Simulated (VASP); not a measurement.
Wanted: the native input for a VASP 6.6.1 run.

- Task: single point
- Functional: PBE
- Potentials or basis: VASP PAW PBE potentials, release 64 (O_h, H_h, C_h, N_h)
- Cutoff: 910 eV
- k mesh: 1 × 1 × 1
- Occupations: fermi-dirac, width 0.02 eV
- Spin: no spin polarisation
- Dipole correction: no
- Second run: hard_potentials
- Further INCAR settings: LREAL = Auto; ALGO = Normal; EDIFF = 1e-06; NBANDS = 39

The structure of H11C2NO4 lies in POSCAR:

```
H11C2NO4
1.0
    5.9154820000      0.0000000000      0.0000000000
    0.0000000000      5.9154820000      0.0000000000
    0.0000000000      0.0000000000      5.9154820000
O H C N
4 11 2 1
Direct
    0.9323055163      0.2304314741      0.7448271445
    0.6608410960      0.5886675064      0.5039499119
    0.4281863605      0.9856067624      0.6636867496
    0.6830480920      1.0199136451      0.2526821631
    1.0563057027      0.1664098012      0.6567753467
    0.8541122809      0.3352916545      0.6428686287
    0.7293635464      0.7116323184      0.4163220035
    0.5349789011      0.5375325416      0.4045428791
    0.5170012681      1.0507055769      0.7867995953
    0.4919352690      0.8323437566      0.6450064112
    0.5872663851      1.0626728911      0.3826472964
    0.7550096219      1.1586311585      0.2032904625
    1.0223134430      0.8943719760      0.9810427344
    1.0376928949      0.6675420626      0.7800758759
    0.8365705030      0.6576740611      1.0048389576
    1.0089753544      0.7110551669      0.9585272764
    1.1742259546      0.5982022619      1.0958746125
    1.3089701100      0.5055682847      1.2050202509
```

These files were run (other wordings do the same):

INCAR

```
SYSTEM = H11C2NO4
PREC = Accurate
ENCUT = 910
EDIFF = 1E-6
ISMEAR = -1
SIGMA = 0.02
LREAL = Auto
LASPH = .TRUE.
NELM = 120
ALGO = Normal
ISIF = 2
LWAVE = .FALSE.
LCHARG = .FALSE.
GGA = PE
NBANDS = 39
GGA_COMPAT = .FALSE.
```

KPOINTS

```
Automatic mesh
0
G
  1 1 1
  0 0 0
```

Potentials or basis: VASP PAW PBE potentials, release 64 (O_h, H_h, C_h, N_h).

Run with:

```console
$ cat potpaw_PBE.64/O_h/POTCAR potpaw_PBE.64/H_h/POTCAR potpaw_PBE.64/C_h/POTCAR potpaw_PBE.64/N_h/POTCAR > POTCAR
$ mpirun -np 1 vasp_gam > vasp.out
```

Results of the run:

```yaml
Pressure: -0.7 GPa
Largest_force: 0.215 eV/Å
Band_gap_on_the_k_mesh: 4.98 eV
```

Caveat: the k points lie up to 1.06 Å⁻¹ apart; the cutoff is under 1.25 times the usual one of these potentials, so pressure, stress and relaxed cells hold a basis-set (Pulay) error.

Wall time 40 s on 1 thread of Intel(R) Xeon(R) Platinum 8488C (Sapphire Rapids), on a shared host, peak memory 0.44 GiB.
